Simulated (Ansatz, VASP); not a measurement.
## Two plane-wave programs on AlAs

```xyz
2
Lattice="0.0000 2.8304 2.8587 2.8304 0.0000 2.8587 2.8304 2.8304 0.0000" Properties=species:S:1:pos:R:3 pbc="T T T"
Al    0.0000    0.0000    0.0000
As    1.4152    1.4152    1.4294
```

Change from the starting cell: z stretched by +1 %, ions relaxed.

Alike in both runs: task relaxation of the atoms; functional PBE; k mesh 13 × 13 × 13; occupations fermi-dirac, width 0.02 eV; no spin polarisation.

```csv
,VASP,Ansatz
version,VASP 6.6.1,Ansatz 0.2.0
potentials or method,"VASP PAW PBE potentials, release 64 (Al, As)","plane-wave PAW, scalar-relativistic"
plane-wave cutoff (eV),450,420
valence electrons in the cell,8,18
```

|  | VASP | Ansatz | Ansatz less VASP |
| --- | --- | --- | --- |
| gap on the k mesh at the Fermi level, each at its own relaxed structure (eV) | 1.45 | 1.46 | +0.010 |

VASP's potentials hold 8 valence electrons a cell and Ansatz's 18, so a difference there can come from the potentials and not from the codes. Ansatz's warnings: stress scf threshold loose.

Noted on VASP's run: the relaxation stopped at its first step, so nothing moved.
